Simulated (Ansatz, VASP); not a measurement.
**HgSe in VASP and in Ansatz**

```xyz
2
Lattice="0.0000 3.0360 3.0360 3.0360 0.0000 3.0360 3.0360 3.0360 0.0000" Properties=species:S:1:pos:R:3 pbc="T T T"
Hg    0.0000    0.0000    0.0000
Se    4.5540    4.5540    4.5540
```

Alike in both runs: task single point; functional r2SCAN; k mesh 16 × 16 × 16; occupations gaussian, width 0.15 eV; no spin polarisation.

|  | VASP | Ansatz |
| --- | --- | --- |
| version | VASP 6.6.1 | Ansatz 0.2.0 |
| potentials or method | VASP PAW PBE potentials, release 64 (Hg, Se), cutoff 550 eV | scalar-relativistic, plane waves, PAW |
| valence electrons in the cell | 18 | 36 |

```csv
,VASP,Ansatz,Ansatz less VASP
gap on the k mesh at the Fermi level (eV),none,none,-
pressure (GPa),3.4,3.1,-0.27
```

VASP's potentials were made for PBE, not for r2SCAN. A gap of «none» marks a metal or a gap that the smearing closes. With one functional, cell and mesh, what is left measures potentials, basis and numerics. VASP's potentials hold 18 valence electrons a cell and Ansatz's 36, so a difference there can come from the potentials and not from the codes.

Spin-orbit coupling is off throughout.
